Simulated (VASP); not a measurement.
Here is a VASP 6.6.1 calculation.

Contents of INCAR:

```
SYSTEM = CoO
PREC     = Accurate       ! precision mode
ENCUT    = 520            ! plane-wave cutoff, eV
EDIFF    = 1E-7           ! SCF threshold, eV
ISMEAR   = -1             ! smearing method
SIGMA    = 0.05           ! smearing width, eV
LREAL    = .FALSE.        ! projectors in reciprocal space
LASPH    = .TRUE.         ! aspherical terms in the spheres
NELM     = 150            ! most SCF steps
ALGO     = Normal         ! electronic algorithm
ISIF     = 2              ! what is computed and relaxed
LWAVE    = .FALSE.        ! write WAVECAR
LCHARG   = .FALSE.        ! write CHGCAR
ISPIN    = 2              ! spin polarisation
MAGMOM   = 2 0            ! initial moments
LORBIT   = 11             ! projections on sites
LMAXMIX  = 4              ! l up to which the mixer works
GGA      = PE             ! functional
NBANDS   = 18             ! bands
```

Contents of KPOINTS:

```
regular mesh
0
G
  11 11 11
  0 0 0
```

Contents of POSCAR:

```
CoO
1.0
    1.4953654176      0.8633496264      2.4235510644
   -1.4953654176      0.8633496264      2.4235510644
    0.0000000000     -1.7266992528      2.4235510644
Co O
1 1
Direct
    0.0000000000      0.0000000000      0.0000000000
    0.5000000000      0.5000000000      0.5000000000
```

Potentials or basis: VASP PAW PBE potentials, release 64 (Co, O).

Run with:

```bash
$ cat potpaw_PBE.64/Co/POTCAR potpaw_PBE.64/O/POTCAR > POTCAR
$ mpirun -np 1 vasp_std > vasp.out
```

(1) What does it give for the site moments?

(2) Predict the net moment.

(3) What does it give for the pressure?

## Answers

(1) Co +2.50; O +0.28 μB.

(2) 2.83 μB per cell.

(3) 2.9 GPa.

Caveat: a cell with one magnetic atom can't hold antiferromagnetic order, which such compounds often take.
